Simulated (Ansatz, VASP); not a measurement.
**One calculation of Cu2PbS4, two programs**

```xyz
7
Lattice="5.2463 0.0000 0.0000 0.0000 5.2463 0.0000 0.0000 0.0000 5.6609" Properties=species:S:1:pos:R:3 pbc="T T T"
Cu    2.6232    0.0000    0.0000
Cu    0.0000    2.6232    0.0000
Pb    0.0000    0.0000    2.8305
S     3.7769    3.7769    1.2804
S     3.7769    1.4695    4.3805
S     1.4695    1.4695    1.2804
S     1.4695    3.7769    4.3805
```

Alike in both runs: functional PBE; k mesh 6 × 6 × 6; occupations gaussian, width 0.1 eV; no spin polarisation.

Ansatz relaxed the structure, and its values are those at the end. VASP's run is a single point on that final structure, the one shown.

```csv
,VASP,Ansatz
version,VASP 6.6.1,Ansatz 0.2.0
potentials or method,"VASP PAW PBE potentials, release 64 (Cu, Pb_d, S), cutoff 520 eV","scalar-relativistic, plane waves, PAW"
valence electrons in the cell,60,76
```

|  | VASP | Ansatz | Ansatz less VASP |
| --- | --- | --- | --- |
| gap on the k mesh at the Fermi level (eV) | none | none | - |
| pressure (GPa) | -0.1 | 0.0 | +0.09 |
| rms of the force components (eV/Å) | 0.016 | 0.000 | -0.0162 |

A gap of «none» marks a metal or a gap that the smearing closes. VASP's potentials hold 60 valence electrons a cell and Ansatz's 76, so a difference there can come from the potentials and not from the codes.

Spin-orbit coupling is off throughout.
